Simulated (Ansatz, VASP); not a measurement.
**One calculation of NaCl, two programs**

```xyz
2
Lattice="0.0000 2.6052 2.9450 2.6052 0.0000 2.9450 2.6052 2.6052 0.0000" Properties=species:S:1:pos:R:3 pbc="T T T"
Na    0.0000    0.0000    0.0000
Cl    2.6052    2.6052    2.9450
```

Change from the starting cell: strain -0.080 along x and y, +0.040 along z, atoms carried along.

Alike in both runs: task single point; functional PBE; k mesh 8 × 8 × 8; occupations gaussian, width 0.05 eV; no spin polarisation.

```csv
,VASP,Ansatz
version,VASP 6.6.1,Ansatz 0.2.0
potentials or method,"VASP PAW PBE potentials, release 64 (Na_pv, Cl), cutoff 520 eV","scalar-relativistic, plane waves, PAW"
valence electrons in the cell,14,16
```

```tsv
	VASP	Ansatz	Ansatz less VASP
gap on the k mesh at the Fermi level (eV)	5.58	5.58	0.000
least direct gap on the mesh (eV)	5.58	5.58	0.000
pressure (GPa)	6.1	6.1	0.00
traceless stress, the component that is largest in VASP (GPa)	-5.45	-5.40	+0.048
```

VASP's potentials hold 14 valence electrons a cell and Ansatz's 16, so a difference there can come from the potentials and not from the codes.
